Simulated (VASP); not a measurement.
A run of VASP 6.6.1 is set up as follows.

File INCAR:

```
ALGO = Normal
EDIFF = 1E-6
ENCUT = 520
GGA = PE
ISIF = 2
ISMEAR = -1
LASPH = True
LCHARG = False
LREAL = False
LWAVE = False
NBANDS = 31
NELM = 100
PREC = Accurate
SIGMA = 0.1
```

Contents of KPOINTS:

```
k-points
0
Gamma
  5 5 5
```

POSCAR

```
YTeAs
1.0
    0.0000000000      4.1697630000      0.0000000000
    4.1697630000      0.0000000000      0.0000000000
    2.0848820000      2.0848820000     -8.6578520000
As Te Y
2 2 2
Direct
    0.5000000000      0.0000000000      0.0000000000
    0.0000000000      0.5000000000      0.0000000000
    0.3095000000      0.3095000000      0.3810000000
    0.6905000000      0.6905000000      0.6190000000
    0.1145000000      0.1145000000      0.7710000000
    0.8855000000      0.8855000000      0.2290000000
```

Potentials or basis: VASP PAW PBE potentials, release 64 (As, Te, Y_sv).

Command:

```sh
$ cat potpaw_PBE.64/As/POTCAR potpaw_PBE.64/Te/POTCAR potpaw_PBE.64/Y_sv/POTCAR > POTCAR
$ mpirun -np 1 vasp_std > vasp.out
```

Q: Predict the pressure.

A: 1.2 GPa.

Q: Predict the largest force.

A: 1.692 eV/Å.

Q: Predict the band gap on the k mesh.

A: Zero (band 22 reaches 5.77 eV, above the bottom of band 23 at 5.36 eV).

Forces in eV/Å, atoms in the order of the input:
```
As   0.000  0.000  0.000
As   0.000  0.000  0.000
Te   0.000  0.000  0.316
Te   0.000  0.000 -0.316
Y    0.000  0.000  1.692
Y    0.000  0.000 -1.692
```

Caveat: spin-orbit coupling is left out, which moves the levels of the heavy elements; forces of over 1 eV/Å act on the atoms, so gaps and moduli don't describe the material at rest.
